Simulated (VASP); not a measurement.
Runs of VASP 6.6.1 on FeMo. The structure is that of space group Fm-3m (No. 225), or close to it. The cells are those of the table. 

```tsv
task	cell	k mesh	cutoff (eV)	gap on the mesh (eV)	pressure (GPa)	relaxed volume (Å³/atom)
single point	a = 3.425 Å, angles 60.0°, 2 atoms	20 × 20 × 20	520	none	0.0	-
relaxation of cell and atoms	relaxed from a = 3.326 Å, angles 60.0°, 2 atoms	6 × 6 × 6	600	none	-0.1	14.19
single point	a = 3.423 Å, angles 60.0°, 2 atoms	6 × 6 × 6	520	none	(a)	-
relaxation of cell and atoms	relaxed from a = 3.423 Å, angles 60.0°, 2 atoms	20 × 20 × 20	600	none	0.0	14.20
```

Alike in all rows: level PBE; potentials or basis VASP PAW PBE potentials, release 64 (Fe, Mo_sv); no spin polarisation; smearing gaussian 0.1 eV.

Problem. Fill in the values left out.

Solution. (a) 0.3.

Caveats: some runs use coarse meshes; the run has no spin polarisation, though such a crystal can be magnetic.

A k mesh can miss the band edges, and the runs leave out spin-orbit coupling on Mo.

A gap of «none» marks levels without a gap at the run's occupations.
